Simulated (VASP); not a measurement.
Write the native input for VASP 6.6.1 that does the following.

| Property | Result |
| --- | --- |
| Task | relaxation of cell and atoms |
| Functional | LDA |
| Potentials or basis | VASP PAW LDA potentials, release 64 (Sn_d) |
| Cutoff | 600 eV |
| k mesh | 10 × 10 × 10 |
| Occupations | fermi-dirac, width 0.05 eV |
| Spin | no spin polarisation |
| Dipole correction | no |
| Further INCAR settings | ALGO = Fast; EDIFF = 1e-07; IBRION = 2; EDIFFG = -0.01; NSW = 60; ISIF = 3 |

The structure of Sn lies in POSCAR:

```
Sn
1.0
   -2.0291894110      2.0291894110      1.6607599896
    2.0291894110     -2.0291894110      1.6607599896
    2.0291894110      2.0291894110     -1.6607599896
Sn
1
Direct
    0.0000000000      0.0000000000      0.0000000000
```

One way to write it, as run:

INCAR

```
  ALGO = Fast
  EDIFF = 1E-7
  EDIFFG = -0.01
  ENCUT = 600
  IBRION = 2
  ISIF = 3
  ISMEAR = -1
  LASPH = T
  LCHARG = F
  LREAL = F
  LWAVE = F
  NELM = 100
  NSW = 60
  PREC = Accurate
  SIGMA = 0.05
```

KPOINTS

```
k-points
0
Gamma
  10 10 10
```

Potentials or basis: VASP PAW LDA potentials, release 64 (Sn_d).

The run is started by

```console
$ cat potpaw_LDA.64/Sn_d/POTCAR > POTCAR
$ mpirun -np 1 vasp_std > vasp.out
```

It gave:

```yaml
Relaxed_volume: 25.60 Å³/atom
Relaxed_cell: a = 3.239 Å, b = 3.239 Å, c = 3.239 Å, α = 104.89°, β = 104.89°, γ = 119.08°
Space_group_after_relaxing_to_0.05_Å: I4/mmm (No. 139)
Energy_gained_by_relaxing: 19.0 meV/atom
Ionic_steps: 5
Pressure_after_relaxing: 0.0 GPa
Band_gap_on_the_k_mesh: zero (band 7 reaches 15.80 eV, above the bottom of band 8 at 6.30 eV)
```

Caveat: spin-orbit coupling is left out, which moves the levels of the heavy elements.

Wall time 70 s on 1 thread of Intel(R) Xeon(R) Platinum 8559C (Emerald Rapids), on a shared host, peak memory 0.18 GiB.
